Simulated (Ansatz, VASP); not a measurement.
## Te in VASP and in Ansatz

The input INCAR:

```
SYSTEM = Te
PREC     = Accurate       ! precision mode
ENCUT    = 520            ! plane-wave cutoff, eV
EDIFF    = 1E-6           ! SCF threshold, eV
ISMEAR   = 0              ! smearing method
SIGMA    = 0.15           ! smearing width, eV
LREAL    = .False.        ! projectors in reciprocal space
LASPH    = .True.         ! aspherical terms in the spheres
NELM     = 80             ! most SCF steps
ALGO     = Normal         ! electronic algorithm
ISIF     = 2              ! what is computed and relaxed
LWAVE    = .False.        ! write WAVECAR
LCHARG   = .False.        ! write CHGCAR
GGA      = PS             ! functional
NBANDS   = 9              ! bands
```

KPOINTS

```
Automatic mesh
0
Gamma
  15 15 15
  0 0 0
```

File POSCAR:

```
Te
1.0
    2.1902616587      1.2645481583      1.7760101703
   -2.1902616587      1.2645481583      1.7760101703
    0.0000000000     -2.5290963164      1.7760101704
Te
1
Direct
    0.5000000000      0.5000000000      0.5000000000
```

Input for Ansatz:

```yaml
crystal:
  lattice:
    - [2.1902616587, 1.2645481583, 1.7760101703]
    - [-2.1902616587, 1.2645481583, 1.7760101703]
    - [0.0, -2.5290963164, 1.7760101704]
  atoms:
    - { symbol: Te, position: [0.5, 0.5, 0.5] }
basis:
  ecutwfc: 420
kpoints:
  mp_grid: { grid: [15, 15, 15] }
hamiltonian:
  xc: pbesol
  pseudopotentials: { kind: paw }
scf:
  occupations: { method: gaussian, width: 0.15 }
output:
  forces: true
  stress: true
  eigenvalues: true
```

Alike in both runs: task single point; functional PBEsol; k mesh 15 × 15 × 15; occupations gaussian, width 0.15 eV; no spin polarisation.

|  | VASP | Ansatz |
| --- | --- | --- |
| version | VASP 6.6.1 | Ansatz 0.2.0 |
| potentials or method | VASP PAW PBE potentials, release 64 (Te), cutoff 520 eV | scalar-relativistic, plane waves, PAW |
| valence electrons in the cell | 6 | 16 |

```tsv
	VASP	Ansatz	Ansatz less VASP
gap on the k mesh at the Fermi level (eV)	none	none	-
pressure (GPa)	3.8	3.7	-0.08
traceless stress, the component that is largest in VASP (GPa)	-0.05	-0.05	+0.002
```

VASP's potentials were made for PBE, not for PBEsol. A gap of «none» marks a metal or a gap that the smearing closes. The functional is the same, so the differences come from potentials, cutoffs and numerics. VASP's potentials hold 6 valence electrons a cell and Ansatz's 16, so a difference there can come from the potentials and not from the codes.

Neither program's run includes spin-orbit coupling.
